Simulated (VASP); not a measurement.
A run of VASP 6.6.1 is set up as follows.

The input INCAR:

```
ALGO = Normal
EDIFF = 1E-6
ENCUT = 520
GGA = PE
ISIF = 2
ISMEAR = -1
LASPH = True
LCHARG = False
LREAL = False
LWAVE = False
NBANDS = 12
NELM = 80
PREC = Accurate
SIGMA = 0.1
```

The input KPOINTS:

```
k-points
0
Gamma
  16 16 16
```

The input POSCAR:

```
Cd
1.0
    0.0000000000      2.0896439567      2.0896439567
    2.0896439567      0.0000000000      2.0896439567
    2.0896439567      2.0896439567      0.0000000000
Cd
1
Direct
    0.0000000000      0.0000000000      0.0000000000
```

Potentials or basis: VASP PAW PBE potentials, release 64 (Cd).

The run is started by

```sh
$ cat potpaw_PBE.64/Cd/POTCAR > POTCAR
$ mpirun -np 1 vasp_std > vasp.out
```

Question: Predict the pressure.

Answer: 18.7 GPa.

Question: Estimate the band gap on the k mesh.

Answer: Zero (bands 6 and 7 overlap by 3.19 eV).

Caveat: the cell stands under pressure.
